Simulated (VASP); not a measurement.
# NbSiO4 (P4/mmm) in VASP: relaxation of cell and atoms with PBE

Aim: the relaxation of cell and atoms of NbSiO4 with PBE.

Everything below comes from runs of VASP 6.6.1. Logs are shortened: lines on timing, memory, paths and dates and some standing lists are left out, and cuts for length are marked.

**1. The cell of the first run**

Symmetry: P4/mmm, No. 123, tetragonal system. Conventional cell: a = 5.191 Å, b = 5.191 Å, c = 5.273 Å, α = 90.00°, β = 90.00°, γ = 90.00°. Nb (site symmetry 4/mmm) has 4 O at 1.94 Å and 2 Si at 2.64 Å within 2.7 Å. Within 3.5 Å of Si (site symmetry 4/mmm) lie 2 Nb at 2.64 Å and 8 O at 3.28 Å. O (site symmetry m2m) has 1 O at 1.30 Å within 1.7 Å.

The cell was generated, and may not be a known phase.

**2. Relaxation of cell and atoms, PBE**

The input, INCAR:

```
SYSTEM = NbSiO4
  PREC = Accurate
  ENCUT = 600
  EDIFF = 1E-6
  ISMEAR = 0
  SIGMA = 0.1
  LREAL = .FALSE.
  LASPH = .TRUE.
  NELM = 60
  ALGO = Normal
  ISIF = 3
  LWAVE = .FALSE.
  LCHARG = .FALSE.
  GGA = PE
  IBRION = 2
  NSW = 100
  EDIFFG = -0.01
```

The input, KPOINTS:

```
regular mesh
0
G
  8 8 8
  0 0 0
```

The input, POSCAR:

```
NbSiO4
1.0
    5.1905929945      0.0000000000      0.0000000000
    0.0000000000      5.1905929945      0.0000000000
    0.0000000000      0.0000000000      5.2730377097
Nb Si O
1 1 4
Direct
    0.5000000000      0.5000000000      0.0000000000
    0.5000000000      0.5000000000      0.5000000000
    0.8743425803      0.5000000000      0.0000000000
    0.1256574197      0.5000000000      0.0000000000
    0.5000000000      0.8743425803      0.0000000000
    0.5000000000      0.1256574197      0.0000000000
```

Potentials or basis: VASP PAW PBE potentials, release 64 (Nb_sv, Si, O).

Started as:

```sh
$ cat potpaw_PBE.64/Nb_sv/POTCAR potpaw_PBE.64/Si/POTCAR potpaw_PBE.64/O/POTCAR > POTCAR
$ mpirun -np 1 vasp_std > vasp.out
```

OUTCAR:

```text
SYSTEM = NbSiO4
   PREC = Accurate
   ENCUT = 600
   EDIFF = 1E-6
   ISMEAR = 0
   LREAL = .FALSE.
   LASPH = .TRUE.
   NELM = 60
   ISIF = 3
   GGA = PE
   IBRION = 2
   NSW = 100
   EDIFFG = -0.01

 ion  position               nearest neighbor table
   1  0.500  0.500  0.000-   3 1.94   4 1.94   5 1.94   6 1.94   2 2.64   2 2.64
   2  0.500  0.500  0.500-   1 2.64   1 2.64
   3  0.874  0.500  0.000-   4 1.30   1 1.94
   4  0.126  0.500  0.000-   3 1.30   1 1.94
   5  0.500  0.874  0.000-   6 1.30   1 1.94
   6  0.500  0.126  0.000-   5 1.30   1 1.94

  LATTYP: Found a simple tetragonal cell.
 ALAT       =     5.1905929945
 C/A-ratio  =     1.0158834868

  Lattice vectors:

 A1 = (   5.1905929945,   0.0000000000,   0.0000000000)
 A2 = (   0.0000000000,   5.1905929945,   0.0000000000)
 A3 = (   0.0000000000,   0.0000000000,   5.2730377097)

Analysis of symmetry for initial positions (statically):
=====================================================================
 Subroutine PRICEL returns:
 Original cell was already a primitive cell.

 Routine SETGRP: Setting up the symmetry group for a
 simple tetragonal supercell.

 Subroutine GETGRP returns: Found 16 space group operations
 (whereof 16 operations were pure point group operations)
 out of a pool of 16 trial point group operations.

The static configuration has the point symmetry D_4h.

Analysis of symmetry for dynamics (positions and initial velocities):
=====================================================================
 Subroutine PRICEL returns:
 Original cell was already a primitive cell.

 Routine SETGRP: Setting up the symmetry group for a
 simple tetragonal supercell.

 Subroutine GETGRP returns: Found 16 space group operations
 (whereof 16 operations were pure point group operations)
 out of a pool of 16 trial point group operations.

The dynamic configuration has the point symmetry D_4h.

 Subroutine INISYM returns: Found 16 space group operations
 (whereof 16 operations are pure point group operations),
 and found     1 'primitive' translations

----------------------------------------------------------------------------------------

                                     Primitive cell

  volume of cell :     142.0675

  direct lattice vectors                    reciprocal lattice vectors
     5.190592995  0.000000000  0.000000000     0.192656215  0.000000000  0.000000000
     0.000000000  5.190592995  0.000000000     0.000000000  0.192656215  0.000000000
     0.000000000  0.000000000  5.273037710     0.000000000  0.000000000  0.189644007

  length of vectors
     5.190592995  5.190592995  5.273037710     0.192656215  0.192656215  0.189644007

  position of ions in fractional coordinates (direct lattice)
     0.500000000  0.500000000  0.000000000
     0.500000000  0.500000000  0.500000000
     0.874342580  0.500000000  0.000000000
     0.125657420  0.500000000  0.000000000
     0.500000000  0.874342580  0.000000000
     0.500000000  0.125657420  0.000000000

  ion indices of the primitive-cell ions
   primitive index   ion index
                 1           1
                 2           2
                 3           3
                 4           4
                 5           5
                 6           6

----------------------------------------------------------------------------------------

 KPOINTS: regular mesh

Automatic generation of k-mesh.
 Grid dimensions read from file:
 generate k-points for:    8    8    8

 Generating k-lattice:

  Cartesian coordinates                     Fractional coordinates (reciprocal lattice)
     0.024082027  0.000000000  0.000000000     0.125000000  0.000000000  0.000000000
     0.000000000  0.024082027  0.000000000     0.000000000  0.125000000  0.000000000
     0.000000000  0.000000000  0.023705501     0.000000000  0.000000000  0.125000000

  Length of vectors
     0.024082027  0.024082027  0.023705501

  Shift w.r.t. Gamma in fractional coordinates (k-lattice)
     0.000000000  0.000000000  0.000000000

 Subroutine IBZKPT returns following result:
 ===========================================

 Found     75 irreducible k-points:

 Following reciprocal coordinates:
            Coordinates               Weight
  0.000000  0.000000  0.000000      1.000000
  0.125000  0.000000  0.000000      4.000000
  0.250000  0.000000  0.000000      4.000000
  0.375000  0.000000  0.000000      4.000000
  0.500000  0.000000  0.000000      2.000000
  0.125000  0.125000  0.000000      4.000000
[... 16 lines left out ...]
  0.375000  0.125000  0.125000     16.000000
  0.500000  0.125000  0.125000      8.000000
 [... further k-points ...]
   k-points           NKPTS =     75   k-points in BZ     NKDIM =     75   number of bands    NBANDS=     24
   number of dos      NEDOS =    301   number of ions     NIONS =      6
   total plane-waves  NPLWV =  74088
   dimension x,y,z NGX =    42 NGY =   42 NGZ =   42
   dimension x,y,z NGXF=    84 NGYF=   84 NGZF=   84
   ions per type =               1   1   4
   NGX,Y,Z   is equivalent  to a cutoff of  13.45, 13.45, 13.24 a.u.
   NGXF,Y,Z  is equivalent  to a cutoff of  26.90, 26.90, 26.48 a.u.
 SYSTEM =  NbSiO4
   PREC   = accura    normal or accurate (medium, high low for compatibility)
   ISTART =      0    job   : 0-new  1-cont  2-samecut
   ICHARG =      2    charge: 1-file 2-atom 10-const
   ISPIN  =      1    spin polarized calculation?
   LNONCOLLINEAR =      F non collinear calculations
   LSORBIT =      F    spin-orbit coupling
   LASPH  =      T    aspherical Exc in radial PAW
   ENCUT  =  600.0 eV  44.10 Ry    6.64 a.u.  10.37 10.37 10.53*2*pi/ulx,y,z
   NELM   =     60;   NELMIN=  2; NELMDL= -5     # of ELM steps
   EDIFF  = 0.1E-05   stopping-criterion for ELM
   LREAL  =      F    real-space projection
   EDIFFG = -.1E-01   stopping-criterion for IOM
   NSW    =    100    number of steps for IOM
   IBRION =      2    ionic relax: 0-MD 1-quasi-New 2-CG
   NFREE  =      1    steps in history (QN), initial steepest desc. (CG)
   ISIF   =      3    stress and relaxation
   ISYM   =      2    0-nonsym 1-usesym 2-fastsym
   POTIM  = 0.5000    time-step for ionic-motion
   TEBEG  =    0.0;   TEEND  =   0.0 temperature during run
   PSTRESS=    0.0 pullay stress
   NELECT =      41.0000    total number of electrons
   NUPDOWN=      -1.0000    fix difference up-down
   EMIN   =  10.00;   EMAX   =-10.00  energy-range for DOS
   EFERMI =   0.00;   METHOD = LEGACY
   ISMEAR =     0;   SIGMA  =   0.10  broadening in eV -4-tet -1-fermi 0-gaus
   EFERMI_NEDOS =   21; number of points for ismear=-14 and -15
   IALGO  =     38    algorithm
   IMIX   =      4    mixing-type and parameters
     AMIX     =   0.40;   BMIX     =  1.00
     AMIX_MAG =   1.60;   BMIX_MAG =  1.00
  volume/ion in A,a.u.               =      23.68       159.79
  Fermi-wavevector in a.u.,A,eV,Ry     =   1.081860  2.044419 15.924553  1.170422
  Thomas-Fermi vector in A             =   2.217887
   LORBIT       =      0    0 simple, 1 ext, 2 COOP (PROOUT), +10 PAW based schemes
   GGA     = PE    functional components
   LHFCALC =     F    Hartree Fock is set to
   AEXX    =    0.0000 exact exchange contribution
   IVDW    =     0    specifies the selected vdW correction
   LEPSILON=     F    determine dielectric tensor
   LRPA    =     F    only Hartree local field effects (RPA)
 conjugate gradient relaxation of ions
 non-spin polarized calculation
 Gauss-broadening in eV      SIGMA  =   0.10
  energy-cutoff  :      600.00
  volume of cell :      142.07
 maximum number of plane-waves:      4769
 NGX is ok and might be reduce to    42
   NGX = 21   NGY = 21   NGZ = 21

--------------------------------------- Ionic step        1  -------------------------------------------

 number of electron      40.9999994 magnetization

 Free energy of the ion-electron system (eV)
  ---------------------------------------------------
  ext. energy  EPLUGINS =         0.00000000
  ---------------------------------------------------
  free energy    TOTEN  =       -36.46163021 eV

  energy without entropy =      -36.44635497  energy(sigma->0) =      -36.45399259

------------------------ aborting loop because EDIFF is reached ----------------------------------------

  FORCE on cell =-STRESS in cart. coord.  units (eV):
  Direction    XX          YY          ZZ          XY          YZ          ZX
  --------------------------------------------------------------------------------------
  -------------------------------------------------------------------------------------
  Total        0.5854277      0.5854277      0.2272471      0.0000000      0.0000000      0.0000000
  in kB        6.6022049      6.6022049      2.5627965      0.0000000      0.0000000      0.0000000
  external PRESSURE =       5.2557354 kB  Pullay stress =       0.0000000 kB
[... 225 lines left out ...]
  energy  without entropy=      -36.4511124614  energy(sigma->0) =      -36.45897049

--------------------------------------- Ionic step        7  -------------------------------------------

 number of electron      40.9999997 magnetization

 Free energy of the ion-electron system (eV)
  ---------------------------------------------------
  ext. energy  EPLUGINS =         0.00000000
  ---------------------------------------------------
  free energy    TOTEN  =       -36.46698201 eV

  energy without entropy =      -36.45106550  energy(sigma->0) =      -36.45902375

 E-fermi :   0.9147     XC(G=0):  -7.0222

 val. band max:        0.9103162152   @ k =   0.3750   0.2500   0.1250
 cond. band min:       0.9313839528   @ k =   0.5000   0.5000   0.0000
 fundamental gap:      0.0210677377
 Fermi energy:         0.9146641539

 k-point     1 :       0.0000    0.0000    0.0000
  band No.  band energies     occupation
      1     -55.3635      2.00000
      2     -31.7732      2.00000
      3     -31.7732      2.00000
      4     -31.1654      2.00000
      5     -23.9342      2.00000
      6     -23.8658      2.00000
[... 637 lines left out ...]
     23       1.8060      0.00000
     24       2.4455      0.00000

 [... further k-points ...]

------------------------ aborting loop because EDIFF is reached ----------------------------------------

  FORCE on cell =-STRESS in cart. coord.  units (eV):
  Direction    XX          YY          ZZ          XY          YZ          ZX
  --------------------------------------------------------------------------------------
  -------------------------------------------------------------------------------------
  Total       -0.0376644     -0.0376644      0.0263957      0.0000000     -0.0000000      0.0000000
  in kB       -0.4219914     -0.4219914      0.2957373      0.0000000     -0.0000000      0.0000000
  external PRESSURE =      -0.1827485 kB  Pullay stress =       0.0000000 kB
[... 21 lines left out ...]
  FREE ENERGIE OF THE ION-ELECTRON SYSTEM (eV)
  ---------------------------------------------------
  free  energy   TOTEN  =       -36.4669820059 eV

  energy  without entropy=      -36.4510654974  energy(sigma->0) =      -36.45902375

 reached required accuracy - stopping structural energy minimisation
```

Wall time 11 min (1 thread of Intel Xeon Platinum 8559C (Emerald Rapids), shared host); peak memory 0.48 GiB.

Results:

```yaml
Free_energy: -36.4670 eV
Relaxed_volume: 23.83 Å³/atom
Relaxed_cell: a = 5.198 Å, b = 5.198 Å, c = 5.293 Å, α = 90.00°, β = 90.00°, γ = 90.00°
Space_group_after_relaxing_to_0.1_Å: P4/mmm (No. 123)
Energy_gained_by_relaxing: 0.9 meV/atom
Ionic_steps: 7
Pressure_after_relaxing: 0.0 GPa
Largest_force_after_relaxing: 0.004 eV/Å
Band_gap_on_the_k_mesh: zero (an odd number of electrons rules out a gap without spin polarisation)
```

Forces in eV/Å, atoms in the order of the input:
```
Nb   0.000  0.000  0.000
Si   0.000  0.000  0.000
O    0.004  0.000  0.000
O   -0.004  0.000  0.000
O    0.000  0.004  0.000
O    0.000 -0.004  0.000
```

Step by step:
```
step  energy change (eV)  largest force (eV/Å)  pressure (GPa)  volume (Å³)
   1              0.0000                0.4602            0.53       142.07
   2              0.0585                1.5808           -0.78       143.67
   3             -0.0048                0.0273            0.20       142.40
   4             -0.0048                0.0172            0.21       142.39
   5             -0.0052                0.0112           -0.04       142.94
   6             -0.0052                0.0115           -0.04       142.95
   7             -0.0054                0.0043           -0.02       143.00
```

Final structure:
```xyz
6
Lattice="5.1979 0.0000 0.0000 0.0000 5.1979 0.0000 0.0000 0.0000 5.2928" Properties=species:S:1:pos:R:3 pbc="T T T"
Nb    2.5989    2.5989    0.0000
Si    2.5989    2.5989    2.6464
O     4.5402    2.5989    0.0000
O     0.6577    2.5989    0.0000
O     2.5989    4.5402    5.2928
O     2.5989    0.6577    0.0000
```

Levels at points of the mesh, in eV from the Fermi level:
| k point | band 16 | band 17 | band 18 | band 19 | band 20 | band 21 | band 22 | band 23 | band 24 |
| --- | --- | --- | --- | --- | --- | --- | --- | --- | --- |
| (0.00, 0.00, 0.00) | -4.09 | -3.27 | -3.27 | -0.34 | 0.11 | 0.47 | 0.47 | 1.90 | 2.45 |
| (0.50, 0.00, 0.00) | -3.26 | -2.25 | -2.00 | -1.42 | -0.20 | 0.59 | 0.60 | 0.67 | 1.11 |
| (0.50, 0.50, 0.00) | -2.51 | -1.44 | -1.44 | -1.33 | 0.02 | 0.02 | 0.68 | 0.68 | 0.90 |
| (0.00, 0.00, 0.50) | -4.08 | -3.54 | -3.54 | -3.21 | -0.34 | 1.00 | 1.00 | 3.14 | 3.14 |
| (0.50, 0.00, 0.50) | -3.53 | -3.19 | -2.25 | -1.48 | -1.38 | -0.60 | 1.05 | 1.77 | 2.06 |
| (0.50, 0.50, 0.50) | -3.18 | -1.60 | -1.38 | -1.38 | -1.36 | -0.53 | -0.53 | 0.97 | 1.58 |

Caveat: an odd number of electrons without spin polarisation forces a metal; a magnetic or distorted state may lie lower.

The gap in the log of VASP goes by the Fermi energy; the results here count the filled bands.